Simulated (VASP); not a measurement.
The system is Cu.

```
CELL_PARAMETERS angstrom
2.55616 0.00000 0.00000
-1.27808 2.21370 0.00000
0.00000 0.00000 8.34842
ATOMIC_POSITIONS crystal
Cu 0.00000 0.00000 0.00000
Cu 0.00000 0.00000 0.50000
Cu 0.33333 0.66667 0.25000
Cu 0.66667 0.33333 0.75000
```

This isn't the form of Cu at room conditions, which is fcc.

- Program: VASP 6.6.1
- Task: relaxation of cell and atoms
- Functional: BLYP
- Potentials or basis: VASP PAW PBE potentials, release 64 (Cu)
- Cutoff: 600 eV
- k mesh: 14 × 14 × 4
- Occupations: fermi-dirac, width 0.1 eV
- Spin: no spin polarisation

At the start: pressure 10.8 GPa; volume 11.81 Å³/atom.

Q: How do energy, volume and symmetry change on relaxing?

A: Over 8 steps the energy falls by 30.1 meV/atom and the volume is 12.78 Å³/atom (+8.3 %); space group P6_3/mmc (No. 194, to 0.1 Å) before and after.

Step by step:
```
step  energy change (eV)  largest force (eV/Å)  pressure (GPa)  volume (Å³)
   1              0.0000                0.0000           10.78        47.24
   2             -0.1011                0.0000           -3.36        52.88
   3             -0.1204                0.0000           -0.09        51.12
   4             -0.1204                0.0000            0.17        51.04
   5             -0.1204                0.0000            0.25        51.04
   6             -0.1204                0.0000            0.15        51.04
   7             -0.1204                0.0000            0.16        51.07
   8             -0.1204                0.0000           -0.06        51.14
```

Final structure:
```
Cu
1.0
     2.62616    0.00000    0.00000
    -1.31308    2.27432    0.00000
     0.00000    0.00000    8.56180
Cu
4
Direct
  0.00000 0.00000 0.00000
  0.00000 0.00000 0.50000
  0.33333 0.66667 0.25000
  0.66667 0.33333 0.75000
```

Caveat: the PAW data sets were made with another functional, which shifts forces and pressure a little.
